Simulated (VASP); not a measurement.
Here is a VASP 6.6.1 calculation.

Contents of INCAR:

```
ALGO = Normal ; EDIFF = 1E-6
ENCUT = 520 ; GGA = PE
ISIF = 2 ; ISMEAR = 0
LASPH = True ; LCHARG = False
LREAL = False ; LWAVE = False
NBANDS = 22 ; NELM = 60
PREC = Accurate ; SIGMA = 0.1
```

File KPOINTS:

```
k-points
0
Gamma
  4 4 4
```

POSCAR

```
LaScF
1.0
    3.3562311224      0.0000000000      0.0000000000
    0.0000000000      3.3562311224      0.0000000000
    0.0000000000      0.0000000000      5.5574945737
La Sc F
1 1 1
Direct
    0.0000000000      0.0000000000      0.8433045257
    0.5000000000      0.5000000000      0.3434095396
    0.0000000000      0.0000000000      0.3430253047
```

Potentials or basis: VASP PAW PBE potentials, release 64 (La, Sc_sv, F).

Launch:

```console
$ cat potpaw_PBE.64/La/POTCAR potpaw_PBE.64/Sc_sv/POTCAR potpaw_PBE.64/F/POTCAR > POTCAR
$ mpirun -np 1 vasp_std > vasp.out
```

Q: Estimate the largest force.

A: 0.003 eV/Å.

Q: What does it give for the pressure?

A: 0.1 GPa.

Stress tensor (GPa, compression positive):
```
0.05 0.00 0.00
0.00 0.05 0.00
0.00 0.00 0.17
```

Caveat: the k points lie up to 0.47 Å⁻¹ apart; an odd number of electrons without spin polarisation forces a metal; a magnetic or distorted state may lie lower.
